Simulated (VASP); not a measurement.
# CoSi2 (Fm-3m) in VASP: a series of runs

CoSi2 is run at these levels: PBEsol; tasks: electric field gradients.

Program: VASP 6.6.1. These are calculated values, not measurements. Logs are shortened: lines on timing, memory, paths and dates and some standing lists are left out, and cuts for length are marked.

## (1) The cell of the first run

It takes space group Fm-3m (No. 225, cubic). The conventional cell has a = 5.365 Å, b = 5.365 Å, c = 5.365 Å, α = 90.00°, β = 90.00°, γ = 90.00°. Co (site symmetry m-3m) has 8 Si at 2.32 Å within 3.1 Å. Si (site symmetry -43m) has 4 Co at 2.32 Å and 6 Si at 2.68 Å within 3.1 Å.

## (2) Electric field gradients, PBEsol, collinear spin, ferromagnetic start

Input file INCAR:

```
ALGO = Normal ; EDIFF = 1E-8
ENCUT = 520 ; GGA = PS
ISIF = 2 ; ISMEAR = -1
ISPIN = 2 ; LASPH = T
LCHARG = F ; LEFG = T
LMAXMIX = 4 ; LORBIT = 11
LREAL = F ; LWAVE = F
MAGMOM = 2 0 0 ; NBANDS = 20
NELM = 150 ; PREC = Accurate
SIGMA = 0.05
```

Input file KPOINTS:

```
k-points
0
Gamma
  11 11 11
```

Input file POSCAR:

```
CoSi2
1.0
    0.0000000000      2.6825000000      2.6825000000
    2.6825000000      0.0000000000      2.6825000000
    2.6825000000      2.6825000000      0.0000000000
Co Si
1 2
Direct
    0.0000000000      0.0000000000      0.0000000000
    0.2500000000      0.2500000000      0.2500000000
    0.7500000000      0.7500000000      0.7500000000
```

Potentials or basis: VASP PAW PBE potentials, release 64 (Co, Si).

Run with:

```bash
cat potpaw_PBE.64/Co/POTCAR potpaw_PBE.64/Si/POTCAR > POTCAR
mpirun -np 1 vasp_std > vasp.out
```

OUTCAR:

```text
EDIFF = 1E-8
   ENCUT = 520
   GGA = PS
   ISIF = 2
   ISMEAR = -1
   ISPIN = 2
   LASPH = T
   LORBIT = 11
   LREAL = F
   NELM = 150
   PREC = Accurate

 ion  position               nearest neighbor table
   1  0.000  0.000  0.000-   3 2.32   3 2.32   3 2.32   2 2.32   3 2.32   2 2.32   2 2.32   2 2.32

   2  0.250  0.250  0.250-   1 2.32   1 2.32   1 2.32   1 2.32   3 2.68   3 2.68   3 2.68   3 2.68
                             3 2.68   3 2.68
   3  0.750  0.750  0.750-   1 2.32   1 2.32   1 2.32   1 2.32   2 2.68   2 2.68   2 2.68   2 2.68
                             2 2.68   2 2.68

  LATTYP: Found a face centered cubic cell.
 ALAT       =     5.3650000000

  Lattice vectors:

 A1 = (   0.0000000000,   2.6825000000,   2.6825000000)
 A2 = (   2.6825000000,   0.0000000000,   2.6825000000)
 A3 = (   2.6825000000,   2.6825000000,   0.0000000000)

Analysis of symmetry for initial positions (statically):
=====================================================================
 Subroutine PRICEL returns:
 Original cell was already a primitive cell.

 Routine SETGRP: Setting up the symmetry group for a
 face centered cubic supercell.

 Subroutine GETGRP returns: Found 48 space group operations
 (whereof 48 operations were pure point group operations)
 out of a pool of 48 trial point group operations.

The static configuration has the point symmetry O_h .

Analysis of symmetry for dynamics (positions and initial velocities):
=====================================================================
 Subroutine PRICEL returns:
 Original cell was already a primitive cell.

 Routine SETGRP: Setting up the symmetry group for a
 face centered cubic supercell.

 Subroutine GETGRP returns: Found 48 space group operations
 (whereof 48 operations were pure point group operations)
 out of a pool of 48 trial point group operations.

The dynamic configuration has the point symmetry O_h .

Analysis of structural, dynamic, and magnetic symmetry:
=====================================================================
 Subroutine PRICEL returns:
 Original cell was already a primitive cell.

 Routine SETGRP: Setting up the symmetry group for a
 face centered cubic supercell.

 Subroutine GETGRP returns: Found 48 space group operations
 (whereof 48 operations were pure point group operations)
 out of a pool of 48 trial point group operations.

The overall configuration has the point symmetry O_h .

 Subroutine INISYM returns: Found 48 space group operations
 (whereof 48 operations are pure point group operations),
 and found     1 'primitive' translations

----------------------------------------------------------------------------------------

                                     Primitive cell

  volume of cell :      38.6055

  direct lattice vectors                    reciprocal lattice vectors
     0.000000000  2.682500000  2.682500000    -0.186393290  0.186393290  0.186393290
     2.682500000  0.000000000  2.682500000     0.186393290 -0.186393290  0.186393290
     2.682500000  2.682500000  0.000000000     0.186393290  0.186393290 -0.186393290

  length of vectors
     3.793627881  3.793627881  3.793627881     0.322842648  0.322842648  0.322842648

  position of ions in fractional coordinates (direct lattice)
     0.000000000  0.000000000  0.000000000
     0.250000000  0.250000000  0.250000000
     0.750000000  0.750000000  0.750000000

  ion indices of the primitive-cell ions
   primitive index   ion index
                 1           1
                 2           2
                 3           3

----------------------------------------------------------------------------------------

 KPOINTS: k-points

Automatic generation of k-mesh.
 Grid dimensions read from file:
 generate k-points for:   11   11   11

[... 70 lines left out ...]
   ISYM   =      2    0-nonsym 1-usesym 2-fastsym
   POTIM  = 0.5000    time-step for ionic-motion
   TEBEG  =    0.0;   TEEND  =   0.0 temperature during run
   PSTRESS=    0.0 pullay stress
   NELECT =      17.0000    total number of electrons
   NUPDOWN=      -1.0000    fix difference up-down
   EMIN   =  10.00;   EMAX   =-10.00  energy-range for DOS
   EFERMI =   0.00;   METHOD = LEGACY
   ISMEAR =    -1;   SIGMA  =   0.05  broadening in eV -4-tet -1-fermi 0-gaus
   EFERMI_NEDOS =   21; number of points for ismear=-14 and -15
   IALGO  =     38    algorithm
   IMIX   =      4    mixing-type and parameters
     AMIX     =   0.40;   BMIX     =  1.00
     AMIX_MAG =   1.60;   BMIX_MAG =  1.00
  volume/ion in A,a.u.               =      12.87        86.84
  Fermi-wavevector in a.u.,A,eV,Ry     =   1.245493  2.353641 21.106087  1.551254
  Thomas-Fermi vector in A             =   2.379713
   LORBIT       =     11    0 simple, 1 ext, 2 COOP (PROOUT), +10 PAW based schemes
   GGA     = PS    functional components
   LHFCALC =     F    Hartree Fock is set to
   AEXX    =    0.0000 exact exchange contribution
   IVDW    =     0    specifies the selected vdW correction
   LEPSILON=     F    determine dielectric tensor
   LRPA    =     F    only Hartree local field effects (RPA)
 spin polarized calculation
  energy-cutoff  :      520.00
  volume of cell :       38.61
 maximum number of plane-waves:      1049
   NGX = 15   NGY = 15   NGZ = 15

 number of electron      16.9999994 magnetization       0.0000001

 number of electron      16.9999994 magnetization      -0.0000040

 Free energy of the ion-electron system (eV)
  ---------------------------------------------------
  ext. energy  EPLUGINS =         0.00000000
  ---------------------------------------------------
  free energy    TOTEN  =       -20.96865147 eV

  energy without entropy =      -20.96045669  energy(sigma->0) =      -20.96455408

 E-fermi :   9.9268     XC(G=0): -11.8327

 val. band max:        9.9144108569   @ k =  -0.2727   0.2727   0.0000
 cond. band min:       9.9403460090   @ k =   0.3636   0.1818   0.0000
 fundamental gap:      0.0259351521
 Fermi energy:         9.9267648235

 spin component 1

 k-point     1 :       0.0000    0.0000    0.0000
  band No.  band energies     occupation
      1      -3.1512      1.00000
      2       5.8697      1.00000
      3       5.8697      1.00000
      4       5.8697      1.00000
      5       8.0400      1.00000
      6       8.0400      1.00000
[... 541 lines left out ...]
     19      24.0669      0.00000
     20      25.8755      0.00000

 [... further k-points ...]

 spin component 2

 k-point     1 :       0.0000    0.0000    0.0000
  band No.  band energies     occupation
      1      -3.1512      1.00000
      2       5.8697      1.00000
      3       5.8697      1.00000
      4       5.8697      1.00000
      5       8.0400      1.00000
      6       8.0400      1.00000
[... 541 lines left out ...]
     19      24.0669      0.00000
     20      25.8755      0.00000

 [... further k-points ...]

------------------------ aborting loop because EDIFF is reached ----------------------------------------

  FORCE on cell =-STRESS in cart. coord.  units (eV):
  Direction    XX          YY          ZZ          XY          YZ          ZX
  --------------------------------------------------------------------------------------
  -------------------------------------------------------------------------------------
  Total       -1.2824527     -1.2824527     -1.2824527      0.0000000      0.0000000     -0.0000000
  in kB      -53.2234149    -53.2234149    -53.2234149      0.0000000      0.0000000     -0.0000000
  external PRESSURE =     -53.2234149 kB  Pullay stress =       0.0000000 kB

 VOLUME and BASIS-vectors are now :
 -----------------------------------------------------------------------------
  energy-cutoff  :      520.00
  volume of cell :       38.61
      direct lattice vectors                 reciprocal lattice vectors
     0.000000000  2.682500000  2.682500000    -0.186393290  0.186393290  0.186393290
     2.682500000  0.000000000  2.682500000     0.186393290 -0.186393290  0.186393290
     2.682500000  2.682500000  0.000000000     0.186393290  0.186393290 -0.186393290

 POSITION                                       TOTAL-FORCE (eV/Angst)
 -----------------------------------------------------------------------------------
      0.00000      0.00000      0.00000         0.000000     -0.000000      0.000000
      1.34125      1.34125      1.34125        -0.000000     -0.000000     -0.000000
      4.02375      4.02375      4.02375         0.000000      0.000000      0.000000
 -----------------------------------------------------------------------------------
    total drift:                               -0.000000     -0.000000      0.000000

  FREE ENERGIE OF THE ION-ELECTRON SYSTEM (eV)
  ---------------------------------------------------
  free  energy   TOTEN  =       -20.9686514707 eV

  energy  without entropy=      -20.9604566874  energy(sigma->0) =      -20.96455408

 Electric field gradients (V/A^2)
---------------------------------------------------------------------
 ion       V_xx      V_yy      V_zz      V_xy      V_xz      V_yz
---------------------------------------------------------------------
   1      -0.000    -0.000    -0.000    -0.001    -0.001    -0.001
   2      -0.000    -0.000    -0.000    -0.000    -0.000    -0.000
   3      -0.000    -0.000    -0.000    -0.000    -0.000    -0.000
---------------------------------------------------------------------

 Electric field gradients after diagonalization (V/A^2)
 (convention: |V_zz| > |V_xx| > |V_yy|)
----------------------------------------------------------------------
 ion       V_xx      V_yy      V_zz     asymmetry (V_yy - V_xx)/ V_zz
----------------------------------------------------------------------
   1       0.001     0.001    -0.003       0.000
   2       0.000     0.000    -0.000       0.000
   3       0.000     0.000    -0.000       0.000
----------------------------------------------------------------------

           NMR quadrupolar parameters

 Cq : quadrupolar parameter    Cq=e*Q*V_zz/h
 eta: asymmetry parameters     (V_yy - V_xx)/ V_zz
 Q  : nuclear electric quadrupole moment in mb (millibarn)
----------------------------------------------------------------------
 ion       Cq(MHz)       eta       Q (mb)
----------------------------------------------------------------------
   1      -0.000       0.000       1.000
   2      -0.000       0.000       1.000
   3      -0.000       0.000       1.000
----------------------------------------------------------------------

 total charge

# of ion       s       p       d       tot
------------------------------------------
    1        0.540   0.716   7.596   8.852
    2        0.717   0.868   0.000   1.584
    3        0.717   0.868   0.000   1.584
--------------------------------------------------
tot          1.974   2.451   7.596  12.021

 magnetization (x)

# of ion       s       p       d       tot
------------------------------------------
    1       -0.000  -0.000  -0.000  -0.000
    2        0.000   0.000   0.000   0.000
    3        0.000   0.000   0.000   0.000
--------------------------------------------------
tot         -0.000   0.000  -0.000  -0.000
```

Wall time 1.9 min (1 thread of Intel Xeon Platinum 8259CL at 2.50GHz (Skylake/Cascade Lake), shared host); peak memory 0.21 GiB.

What came out:

* Free energy: -20.9687 eV
* Pressure: -5.3 GPa
* Net moment: 0.00 μB per cell
* Largest electric field gradient by atom: zero within the noise of the run
* Valence electrons inside the program's atomic spheres: Co 8.85; Si 1.58

Levels at points of the mesh, in eV from the Fermi level:
Spin up:
| k point | band 5 | band 6 | band 7 | band 8 | band 9 | band 10 | band 11 | band 12 | band 13 | band 14 |
| --- | --- | --- | --- | --- | --- | --- | --- | --- | --- | --- |
| (0.00, 0.00, 0.00) | -1.89 | -1.89 | 0.74 | 3.41 | 3.41 | 3.41 | 3.43 | 3.43 | 3.43 | 5.64 |
Spin down:
| k point | band 6 | band 7 | band 8 | band 9 | band 10 | band 11 | band 12 | band 13 |
| --- | --- | --- | --- | --- | --- | --- | --- | --- |
| (0.00, 0.00, 0.00) | -1.89 | 0.74 | 3.41 | 3.41 | 3.41 | 3.43 | 3.43 | 3.43 |

Caveat: the cell stands under tension; the PAW data sets were made with another functional, which shifts forces and pressure a little.

(Part 1 of 2 ends here.)
